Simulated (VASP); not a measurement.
**Te6Mo3H (a cell with a defect): single point with PBEsol+D3(BJ)**

The system is Te6Mo3H (a cell with a defect).

```
CELL_PARAMETERS angstrom
3.43343 0.00000 0.00000
-1.71672 2.97344 0.00000
0.00000 0.00000 20.77043
ATOMIC_POSITIONS crystal
Te 0.00000 0.00000 0.91258
Te 0.33333 0.66667 0.59178
Te 0.33333 0.66667 0.23331
Te 0.33333 0.66667 0.76669
Te 0.33333 0.66667 0.40822
Te 0.00000 0.00000 0.08742
Mo 0.00000 0.00000 0.67915
Mo 0.00000 0.00000 0.32085
Mo 0.33333 0.66667 0.00000
H 0.53102 0.39051 0.91901
```

```json
{
 "Program": "VASP 6.6.1",
 "Task": "single point",
 "Functional": "PBEsol",
 "Dispersion": "D3(BJ)",
 "Potentials or basis": "VASP PAW PBE potentials, release 64 (Te, Mo_sv, H)",
 "Cutoff": "400 eV",
 "k mesh": "9 × 9 × 2",
 "Occupations": "gaussian, width 0.05 eV",
 "Spin": "no spin polarisation"
}
```

```json
{
  "Pressure": "3.4 GPa",
  "Largest force": "2.418 eV/Å",
  "Band gap on the k mesh": "zero (an odd number of electrons rules out a gap without spin polarisation)",
  "Dispersion energy per atom": "-0.504 eV"
}
```

Forces on the atoms (eV/Å):
```
Te  -1.067 -0.948 -1.952
Te  -0.002  0.001 -0.050
Te  -0.013  0.007 -0.052
Te   0.005 -0.011  0.051
Te  -0.002  0.001  0.053
Te   0.065 -0.015  0.044
Mo   0.006 -0.006  0.037
Mo   0.003  0.001 -0.003
Mo  -0.196 -0.124  1.764
H    1.202  1.096  0.108
```

Stress tensor (GPa, compression positive):
```
 2.97  2.69 -0.06
 2.69  5.00 -0.01
-0.06 -0.01  2.37
```

Levels at points of the mesh, in eV from the Fermi level:
```
           k point  band 37  band 38  band 39  band 40  band 41  band 42  band 43  band 44
(0.00, 0.00, 0.00)    -1.32    -0.79    -0.62    -0.21     1.56     2.31     2.40     2.56
(0.00, 0.00, 0.50)    -1.27    -0.79    -0.62    -0.21     1.56     2.32     2.41     2.53
```

Wall time 8.7 min on 1 thread of Intel(R) Xeon(R) 6975P-C (Granite Rapids), on a shared host, peak memory 0.6 GiB.

Caveat: the PAW data sets were made with another functional, which shifts forces and pressure a little; spin-orbit coupling is left out, which moves the levels of the heavy elements.
